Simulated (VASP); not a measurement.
# CuO (P4_2/mmc) in VASP: a series of runs, part 3 of 3

VASP 6.6.1. The steps go on from the part before.

### 6 Single point, PBE

This run uses another cell than the first one, of 9.52 Å³/atom.

The input, INCAR:

```
SYSTEM = CuO
PREC = Accurate
ENCUT = 1340
EDIFF = 1E-6
ISMEAR = -1
SIGMA = 0.05
LREAL = .FALSE.
LASPH = .TRUE.
NELM = 120
ALGO = Normal
ISIF = 2
LWAVE = .FALSE.
LCHARG = .FALSE.
GGA = PE
NBANDS = 33
GGA_COMPAT = .FALSE.
```

The input, KPOINTS:

```
Automatic mesh
0
G
  8 8 6
  0 0 0
```

The input, POSCAR:

```
CuO
1.0
    2.7190595429      0.0000000000      0.0000000000
    0.0000000000      2.7190595429      0.0000000000
    0.0000000000      0.0000000000      5.1512070128
Cu O
2 2
Direct
    0.0000000000      0.5000000000      0.0000000000
    0.5000000000      0.0000000000      0.5000000000
    0.0000000000      0.0000000000      0.2500000000
    0.0000000000      0.0000000000      0.7500000000
```

Potentials or basis: VASP PAW PBE potentials, release 64 (Cu_sv_GW, O_h).

Command:

```bash
> cat potpaw_PBE.64/Cu_sv_GW/POTCAR potpaw_PBE.64/O_h/POTCAR > POTCAR
> mpirun -np 1 vasp_std > vasp.out
```

OUTCAR:

```text
SYSTEM = CuO
   PREC = Accurate
   ENCUT = 1340
   EDIFF = 1E-6
   ISMEAR = -1
   LREAL = .FALSE.
   LASPH = .TRUE.
   NELM = 120
   ISIF = 2
   GGA = PE

 ion  position               nearest neighbor table
   1  0.000  0.500  0.000-   3 1.87   4 1.87   3 1.87   4 1.87
   2  0.500  0.000  0.500-   3 1.87   4 1.87   3 1.87   4 1.87
   3  0.000  0.000  0.250-   1 1.87   2 1.87   1 1.87   2 1.87
   4  0.000  0.000  0.750-   1 1.87   2 1.87   1 1.87   2 1.87

  LATTYP: Found a simple tetragonal cell.
 ALAT       =     2.7190595429
 C/A-ratio  =     1.8944811364

  Lattice vectors:

 A1 = (   2.7190595429,   0.0000000000,   0.0000000000)
 A2 = (   0.0000000000,   2.7190595429,   0.0000000000)
 A3 = (   0.0000000000,   0.0000000000,   5.1512070128)

Analysis of symmetry for initial positions (statically):
=====================================================================
 Subroutine PRICEL returns:
 Original cell was already a primitive cell.

 Routine SETGRP: Setting up the symmetry group for a
 simple tetragonal supercell.

 Subroutine GETGRP returns: Found 16 space group operations
[... 169 lines left out ...]

 E-fermi :   7.3137     XC(G=0): -12.6055

 val. band max:        7.2936395756   @ k =   0.5000   0.1250   0.5000
 cond. band min:       7.3204569515   @ k =   0.5000   0.0000   0.5000
 fundamental gap:      0.0268173759
 Fermi energy:         7.3136505761

 k-point     1 :       0.0000    0.0000    0.0000
  band No.  band energies     occupation
      1    -105.9487      2.00000
      2    -105.9482      2.00000
      3     -63.4383      2.00000
      4     -63.4383      2.00000
      5     -63.4009      2.00000
      6     -63.3912      2.00000
[... 853 lines left out ...]
     32      22.1845      0.00000
     33      22.7314      0.00000

 [... further k-points ...]

------------------------ aborting loop because EDIFF is reached ----------------------------------------

  FORCE on cell =-STRESS in cart. coord.  units (eV):
  Direction    XX          YY          ZZ          XY          YZ          ZX
  --------------------------------------------------------------------------------------
  -------------------------------------------------------------------------------------
  Total        7.0330594      7.0330594      7.0804517      0.0000000      0.0000000      0.0000000
  in kB      295.8751081    295.8751081    297.8688647      0.0000000      0.0000000      0.0000000
  external PRESSURE =     296.5396937 kB  Pullay stress =       0.0000000 kB

 VOLUME and BASIS-vectors are now :
 -----------------------------------------------------------------------------
  energy-cutoff  :     1340.00
  volume of cell :       38.08
      direct lattice vectors                 reciprocal lattice vectors
     2.719059543  0.000000000  0.000000000     0.367774219  0.000000000  0.000000000
     0.000000000  2.719059543  0.000000000     0.000000000  0.367774219  0.000000000
     0.000000000  0.000000000  5.151207013     0.000000000  0.000000000  0.194129259

 POSITION                                       TOTAL-FORCE (eV/Angst)
 -----------------------------------------------------------------------------------
      0.00000      1.35953      0.00000         0.000000      0.000000     -0.000000
      1.35953      0.00000      2.57560         0.000000      0.000000     -0.000000
      0.00000      0.00000      1.28780        -0.000000     -0.000000      0.000000
      0.00000      0.00000      3.86341         0.000000      0.000000     -0.000000
 -----------------------------------------------------------------------------------
    total drift:                                0.000000      0.000000     -0.000000

  FREE ENERGIE OF THE ION-ELECTRON SYSTEM (eV)
  ---------------------------------------------------
  free  energy   TOTEN  =       -19.3652017024 eV

  energy  without entropy=      -19.3487573717  energy(sigma->0) =      -19.35697954
```

OSZICAR:

```text
N       E                     dE             d eps       ncg     rms          rms(c)
DAV:   1     0.136003707251E+04    0.13600E+04   -0.50568E+04  5921   0.902E+03
DAV:   2     0.149000493062E+03   -0.12110E+04   -0.11662E+04  6822   0.158E+03
DAV:   3    -0.169539253028E+02   -0.16595E+03   -0.15980E+03  7805   0.657E+02
DAV:   4    -0.252726127490E+02   -0.83187E+01   -0.81975E+01  6960   0.174E+02
DAV:   5    -0.255501268757E+02   -0.27751E+00   -0.27535E+00  7152   0.277E+01    0.182E+01
DAV:   6    -0.230323128514E+02    0.25178E+01   -0.42041E+01  6912   0.361E+02    0.152E+01
DAV:   7    -0.192896282307E+02    0.37427E+01   -0.14968E+01  6400   0.298E+02    0.446E+00
DAV:   8    -0.193830820855E+02   -0.93454E-01   -0.16007E+00  7120   0.151E+01    0.242E+00
DAV:   9    -0.193687786218E+02    0.14303E-01   -0.56837E-02  7384   0.125E+01    0.587E-01
DAV:  10    -0.193649771818E+02    0.38014E-02   -0.10672E-02  7496   0.580E+00    0.140E-01
DAV:  11    -0.193652486283E+02   -0.27145E-03   -0.20584E-03  6776   0.455E-01    0.664E-02
DAV:  12    -0.193652035257E+02    0.45103E-04   -0.23598E-04  7232   0.269E-01    0.200E-02
DAV:  13    -0.193652009301E+02    0.25957E-05   -0.31429E-05  6792   0.290E-01    0.697E-03
DAV:  14    -0.193652017024E+02   -0.77230E-06   -0.51220E-07  3320   0.521E-02
   1 F= -.19365202E+02 E0= -.19356980E+02  d E =-.164443E-01
```

Wall time 2.6 min (1 thread of Intel Xeon 6975P-C (Granite Rapids), shared host); peak memory 0.45 GiB.

Results:

| Item | Value |
| --- | --- |
| Free energy | -19.3652 eV |
| Pressure | 29.7 GPa |
| Band gap on the k mesh | zero (bands 25 and 26 overlap by 1.19 eV) |

Levels at points of the mesh, in eV from the Fermi level:
| k point | band 22 | band 23 | band 24 | band 25 | band 26 | band 27 | band 28 | band 29 |
| --- | --- | --- | --- | --- | --- | --- | --- | --- |
| (0.00, 0.00, 0.00) | -2.77 | -2.69 | -2.58 | 0.67 | 0.67 | 1.81 | 6.47 | 7.67 |
| (0.50, 0.00, 0.00) | -2.32 | -1.81 | -1.74 | 0.26 | 0.40 | 2.91 | 6.57 | 7.11 |
| (0.50, 0.50, 0.00) | -2.62 | -1.69 | -1.27 | -1.27 | 1.39 | 1.88 | 6.95 | 10.56 |
| (0.00, 0.00, 0.50) | -2.73 | -1.74 | -1.74 | 0.01 | 0.01 | 3.94 | 3.94 | 11.66 |
| (0.50, 0.00, 0.50) | -2.81 | -2.25 | -2.06 | 0.01 | 0.69 | 3.90 | 6.32 | 8.64 |
| (0.50, 0.50, 0.50) | -2.49 | -1.53 | -1.53 | -0.38 | -0.38 | 3.81 | 3.81 | 11.82 |

Caveat: the cell stands under pressure; semilocal functionals often make such compounds metallic where correlation or magnetic order opens a gap, which also shifts bond lengths. With open d or f shells a metallic result of PBE can be an artefact of self-interaction; +U or a hybrid may open a gap.

### 7 Single point, r2SCAN-based global hybrid with 35 % exact exchange

This run uses another cell than the first one, of 12.47 Å³/atom.

The input, POSCAR:

```
CuO
1.0
    3.4220509700      0.0000000000      0.0000000000
    0.0000000000      3.4220509700      0.0000000000
    0.0000000000      0.0000000000      4.2604614800
Cu O
2 2
Direct
    0.0000000000      0.5000000000      0.0000000000
    0.5000000000      0.0000000000      0.5000000000
    0.0000000000      0.0000000000      0.2500000000
    0.0000000000      0.0000000000      0.7500000000
```

The input, INCAR.step1:

```
SYSTEM = CuO
PREC = Accurate
ENCUT = 520
EDIFF = 1E-5
ISMEAR = -1
SIGMA = 0.05
LREAL = .False.
LASPH = .True.
NELM = 80
ALGO = Normal
ISIF = 2
LWAVE = .True.
LCHARG = .False.
GGA = PE
NBANDS = 25
```

The input, INCAR.step2:

```
SYSTEM = CuO
PREC = Accurate
ENCUT = 520
EDIFF = 1E-6
ISMEAR = -1
SIGMA = 0.05
LREAL = .False.
LASPH = .True.
NELM = 80
ALGO = Normal
ISIF = 2
LWAVE = .False.
LCHARG = .False.
METAGGA = R2SCAN
LHFCALC = .True.
AEXX = 0.35
LMIXTAU = .True.
PRECFOCK = Normal
ISTART = 1
NBANDS = 25
```

The input, KPOINTS:

```
Automatic mesh
0
Gamma
  5 5 4
  0 0 0
```

Potentials or basis: VASP PAW PBE potentials, release 64 (Cu, O).

Command:

```bash
> cat potpaw_PBE.64/Cu/POTCAR potpaw_PBE.64/O/POTCAR > POTCAR
> cp INCAR.step1 INCAR
> mpirun -np 1 vasp_std > vasp.out
> cp INCAR.step2 INCAR
> mpirun -np 1 vasp_std > vasp.out
```

OUTCAR:

```text
SYSTEM = CuO
   PREC = Accurate
   ENCUT = 520
   EDIFF = 1E-6
   ISMEAR = -1
   LREAL = .False.
   LASPH = .True.
   NELM = 80
   ISIF = 2
   METAGGA = R2SCAN
   LHFCALC = .True.
   AEXX = 0.35
   PRECFOCK = Normal
   ISTART = 1

 ion  position               nearest neighbor table
   1  0.000  0.500  0.000-   3 2.02   4 2.02   3 2.02   4 2.02
   2  0.500  0.000  0.500-   3 2.02   4 2.02   3 2.02   4 2.02
   3  0.000  0.000  0.250-   1 2.02   2 2.02   1 2.02   2 2.02
   4  0.000  0.000  0.750-   1 2.02   2 2.02   1 2.02   2 2.02

  LATTYP: Found a simple tetragonal cell.
 ALAT       =     3.4220509700
 C/A-ratio  =     1.2450023443

  Lattice vectors:

 A1 = (   3.4220509700,   0.0000000000,   0.0000000000)
 A2 = (   0.0000000000,   3.4220509700,   0.0000000000)
 A3 = (   0.0000000000,   0.0000000000,   4.2604614800)

Analysis of symmetry for initial positions (statically):
=====================================================================
 Subroutine PRICEL returns:
 Original cell was already a primitive cell.

 Routine SETGRP: Setting up the symmetry group for a
 simple tetragonal supercell.

 Subroutine GETGRP returns: Found 16 space group operations
 (whereof  8 operations were pure point group operations)
 out of a pool of 16 trial point group operations.

The static configuration has the point symmetry D_2h.
 The point group associated with its full space group is D_4h.

Analysis of symmetry for dynamics (positions and initial velocities):
=====================================================================
 Subroutine PRICEL returns:
 Original cell was already a primitive cell.

 Routine SETGRP: Setting up the symmetry group for a
[... 125 lines left out ...]
  volume/ion in A,a.u.               =      12.47        84.17
  Fermi-wavevector in a.u.,A,eV,Ry     =   1.440648  2.722430 28.238446  2.075467
  Thomas-Fermi vector in A             =   2.559369
   LORBIT       =      0    0 simple, 1 ext, 2 COOP (PROOUT), +10 PAW based schemes
   METAGGA = R2SCAN    functional components
   LHFCALC =     T    Hartree Fock is set to
   PRECFOCK=normal    Normal, Fast or Accurate (Low or Medium for compatibility)
   ENCUT4O =  -1.0   cutoff for four orbital integrals eV
   NKREDX  =     1    reduce k-point grid by
   NKREDY  =     1    reduce k-point grid by
   NKREDZ  =     1    reduce k-point grid by
   AEXX    =    0.3500 exact exchange contribution
   HFSCREEN=    0.0000 screening length (either q_TF or 0.3 A-1)
   HFSCREENC=   0.0000 screening length for correlation (either q_TF or 0.3 A-1)
   ENCUTFOCK=  -1.0 apply spherical cutoff to Coloumb kernel
   IVDW    =     0    specifies the selected vdW correction
   LEPSILON=     F    determine dielectric tensor
   LRPA    =     F    only Hartree local field effects (RPA)
 non-spin polarized calculation
  energy-cutoff  :      520.00
  volume of cell :       49.89
 maximum number of plane-waves:      1360
 NGX is ok and might be reduce to    28
  NGX = 20; NGY = 20; NGZ = 24

 number of electron      34.0000009 magnetization

 Free energy of the ion-electron system (eV)
  ---------------------------------------------------
  ext. energy  EPLUGINS =         0.00000000
  ---------------------------------------------------
  free energy    TOTEN  =       -35.96018041 eV

  energy without entropy =      -35.95776993  energy(sigma->0) =      -35.95897517

 E-fermi :   3.0830     XC(G=0):  -7.7154

 val. band max:        3.0261183364   @ k =   0.2000   0.0000   0.5000
 cond. band min:       3.8868596126   @ k =   0.4000   0.0000   0.5000
 fundamental gap:      0.8607412761
 Fermi energy:         3.0830011250

 k-point     1 :       0.0000    0.0000    0.0000
  band No.  band energies     occupation
      1     -21.3241      2.00000
      2     -18.2969      2.00000
      3      -6.9198      2.00000
      4      -4.1260      2.00000
      5      -4.1260      2.00000
      6      -3.3616      2.00000
[... 493 lines left out ...]
     24      14.7157      0.00000
     25      22.7233      0.00000

------------------------ aborting loop because EDIFF is reached ----------------------------------------

  FORCE on cell =-STRESS in cart. coord.  units (eV):
  Direction    XX          YY          ZZ          XY          YZ          ZX
  --------------------------------------------------------------------------------------
  -------------------------------------------------------------------------------------
  Total       -6.1688597     -6.1688597      4.3614325      0.0000000      0.0000000      0.0000000
  in kB     -198.1006437   -198.1006437    140.0587188      0.0000000      0.0000000      0.0000000
  external PRESSURE =     -85.3808562 kB  Pullay stress =       0.0000000 kB

 VOLUME and BASIS-vectors are now :
 -----------------------------------------------------------------------------
  energy-cutoff  :      520.00
  volume of cell :       49.89
      direct lattice vectors                 reciprocal lattice vectors
     3.422050970  0.000000000  0.000000000     0.292222415  0.000000000  0.000000000
     0.000000000  3.422050970  0.000000000     0.000000000  0.292222415  0.000000000
     0.000000000  0.000000000  4.260461480     0.000000000  0.000000000  0.234716358

 POSITION                                       TOTAL-FORCE (eV/Angst)
 -----------------------------------------------------------------------------------
      0.00000      1.71103      0.00000        -0.000000     -0.000000      0.000000
      1.71103      0.00000      2.13023        -0.000000     -0.000000      0.000000
      0.00000      0.00000      1.06512        -0.000000     -0.000000      0.000000
      0.00000      0.00000      3.19535         0.000000      0.000000      0.000000
 -----------------------------------------------------------------------------------
    total drift:                                0.000000      0.000000      0.000000

  FREE ENERGIE OF THE ION-ELECTRON SYSTEM (eV)
  ---------------------------------------------------
  free  energy   TOTEN  =       -35.9601804076 eV

  energy  without entropy=      -35.9577699262  energy(sigma->0) =      -35.95897517
```

OSZICAR.step1:

```text
N       E                     dE             d eps       ncg     rms          rms(c)
DAV:   1     0.307397669795E+03    0.30740E+03   -0.16162E+04   908   0.199E+03
DAV:   2     0.171940601491E+02   -0.29020E+03   -0.26685E+03   920   0.386E+02
DAV:   3    -0.234541161674E+02   -0.40648E+02   -0.38252E+02  1099   0.160E+02
DAV:   4    -0.250700746852E+02   -0.16160E+01   -0.15991E+01  1159   0.327E+01
DAV:   5    -0.250937195856E+02   -0.23645E-01   -0.23637E-01  1087   0.373E+00    0.196E+01
DAV:   6    -0.263069443542E+02   -0.12132E+01   -0.49038E+01  1247   0.170E+02    0.186E+01
DAV:   7    -0.182346430076E+02    0.80723E+01   -0.16228E+01  1162   0.121E+02    0.392E+00
DAV:   8    -0.183023473909E+02   -0.67704E-01   -0.25435E+00  1355   0.190E+01    0.134E+00
DAV:   9    -0.182833305943E+02    0.19017E-01   -0.94324E-02  1310   0.588E+00    0.692E-01
DAV:  10    -0.182799529540E+02    0.33776E-02   -0.75132E-03  1264   0.995E-01    0.506E-01
DAV:  11    -0.182776287807E+02    0.23242E-02   -0.11843E-02  1427   0.236E+00    0.180E-01
DAV:  12    -0.182774301057E+02    0.19867E-03   -0.20953E-03  1415   0.751E-01    0.286E-02
DAV:  13    -0.182774416987E+02   -0.11593E-04   -0.17908E-04  1327   0.162E-01    0.195E-02
DAV:  14    -0.182774367346E+02    0.49641E-05   -0.25185E-05   612   0.574E-02
   1 F= -.18277437E+02 E0= -.18270213E+02  d E =-.144480E-01
```

It took 1.7 h on 1 thread of Oxide Virtual Turin-like, shared host; peak memory 0.16 GiB.

What came out:

```yaml
Free_energy: -35.9602 eV
Pressure: -8.5 GPa
Band_gap_on_the_k_mesh: zero (bands 17 and 18 overlap by 2.90 eV)
```

Stress tensor (GPa, compression positive):
```
-19.81   0.00   0.00
  0.00 -19.81   0.00
  0.00   0.00  14.01
```

Caveat: the k points lie up to 0.37 Å⁻¹ apart, too coarse for converged energies and pressures of a metal; the PAW data sets were made with another functional, which shifts forces and pressure a little.

### 8 Overview

```csv
level,potentials or basis,cell,k mesh,cutoff (eV),grid for exact exchange (PRECFOCK),share of exact exchange,gap on the mesh (eV),pressure (GPa)
RPBE,"VASP PAW PBE potentials, release 64 (Cu_sv_GW, O)","a = 3.352, b = 3.352, c = 4.173 Å, 4 atoms",8 × 8 × 6,820,-,-,none,9.6
RPBE,"VASP PAW PBE potentials, release 64 (Cu_sv_GW, O)","a = 3.399, b = 3.399, c = 4.232 Å, 4 atoms",8 × 8 × 6,820,-,-,none,3.4
PBE,"VASP PAW PBE potentials, release 64 (Cu_sv_GW, O_h)","a = 2.784, b = 2.784, c = 5.139 Å, 4 atoms",8 × 8 × 6,1340,-,-,none,19.6
RPBE,"VASP PAW PBE potentials, release 64 (Cu_sv_GW, O)","a = 3.376, b = 3.376, c = 4.203 Å, 4 atoms",8 × 8 × 6,820,-,-,none,6.2
PBE,"VASP PAW PBE potentials, release 64 (Cu_sv_GW, O_h)","a = 2.719, b = 2.719, c = 5.151 Å, 4 atoms",8 × 8 × 6,1340,-,-,none,29.7
r2SCAN-based global hybrid with 35 % exact exchange,"VASP PAW PBE potentials, release 64 (Cu, O)","a = 3.422, b = 3.422, c = 4.260 Å, 4 atoms",5 × 5 × 4,520,Normal,0.35,none,-8.5
```

Alike in all rows: task single point; no spin polarisation; smearing fermi-dirac 0.05 eV.

Caveats: some runs use coarse meshes; semilocal functionals often make such compounds metallic where correlation or magnetic order opens a gap, which also shifts bond lengths (at least some runs); the PAW data sets were made with another functional, which shifts forces and pressure a little (at least some runs); the cell stands under pressure (at least some runs); the stress differs along the axes, from -5 to 38 GPa (at least some runs); the stress differs along the axes, from -9 to 29 GPa (at least some runs); the stress differs along the axes, from -7 to 33 GPa (at least some runs).

Absolute energies hang on the potentials; compare differences alone.

The gap in the log of VASP goes by the Fermi energy; the results here count the filled bands.